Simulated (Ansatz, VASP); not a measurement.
## BaTiO3 in VASP and in Ansatz

```
Ba Ti O
1.0
     0.00000    2.85798   -2.87415
    -3.96333    0.00000    0.00000
     0.00000   10.70124   10.73778
Ba Ti O
3 3 9
Direct
  0.98865 0.00000 0.73766
  0.99089 0.00000 0.20292
  0.98977 0.00000 0.47029
  0.47587 0.50000 0.07340
  0.47476 0.50000 0.34077
  0.47364 0.50000 0.60813
  0.50953 0.00000 0.06441
  0.50842 0.00000 0.33178
  0.50730 0.00000 0.59914
  0.01972 0.50000 0.06541
  0.01860 0.50000 0.33277
  0.01749 0.50000 0.60014
  0.50525 0.50000 0.19537
  0.50414 0.50000 0.46274
  0.50302 0.50000 0.73010
```

Alike in both runs: task single point; functional r2SCAN; k mesh 6 × 6 × 2; occupations gaussian, width 0.05 eV; no spin polarisation.

```csv
,VASP,Ansatz
version,VASP 6.6.1,Ansatz 0.2.0
potentials or method,"VASP PAW PBE potentials, release 64 (Ba_sv, Ti_sv, O), cutoff 520 eV","scalar-relativistic, plane waves, PAW"
valence electrons in the cell,120,120
```

Ansatz gave:

* gap on the k mesh at the Fermi level (eV): 0.08
* least direct gap on the mesh (eV): 0.94
* pressure (GPa): -3.1
* traceless stress, the component that is largest in VASP (GPa): 0.66
* rms of the force components (eV/Å): 0.450

Task: Which values does VASP return?

Result: gap on the k mesh at the Fermi level (eV): 0.09; least direct gap on the mesh (eV): 0.96; pressure (GPa): -1.7; traceless stress, the component that is largest in VASP (GPa): 0.57; rms of the force components (eV/Å): 0.465.

VASP's potentials were made for PBE, not for r2SCAN. Atom by atom the forces differ by 0.071 eV/Å (rms over components).

Spin-orbit coupling is off throughout.
